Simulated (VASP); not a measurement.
A run of VASP 6.6.1 is set up as follows.

Contents of INCAR:

```
SYSTEM = NiO
  PREC = Accurate
  ENCUT = 600
  EDIFF = 1E-7
  ISMEAR = 0
  SIGMA = 0.05
  LREAL = .False.
  LASPH = .True.
  NELM = 60
  ALGO = Normal
  ISIF = 4
  LWAVE = .False.
  LCHARG = .False.
  GGA = PE
  IBRION = 2
  NSW = 60
  EDIFFG = -0.01
```

File KPOINTS:

```
Automatic mesh
0
Gamma
  14 14 14
  0 0 0
```

The input POSCAR:

```
NiO
1.0
    1.4606491166      0.8433061606      2.3852168942
   -1.4606491166      0.8433061606      2.3852168942
    0.0000000000     -1.6866123213      2.3852168942
Ni O
1 1
Direct
    1.0000000000      0.0000000000      0.0000000000
    0.5000000000      0.5000000000      0.5000000000
```

Potentials or basis: VASP PAW PBE potentials, release 64 (Ni, O).

The run is started by

```sh
$ cat potpaw_PBE.64/Ni/POTCAR potpaw_PBE.64/O/POTCAR > POTCAR
$ mpirun -np 1 vasp_std > vasp.out
```

Task: What does it give for the band gap on the k mesh?

Result: Zero (bands 8 and 9 overlap by 2.96 eV).

Final structure:
```
Ni O
1.0
     1.46065    0.84331    2.38522
    -1.46065    0.84331    2.38522
     0.00000   -1.68661    2.38522
Ni O
1 1
Cartesian
  0.0000 0.0000 0.0000
  0.0000 0.0000 3.5778
```

Caveat: the relaxation stopped at its first step, so nothing moved; the run has no spin polarisation, though such a crystal can be magnetic; semilocal functionals often make such compounds metallic where correlation or magnetic order opens a gap, which also shifts bond lengths. With open d or f shells a metallic result of PBE can be an artefact of self-interaction; +U or a hybrid may open a gap.
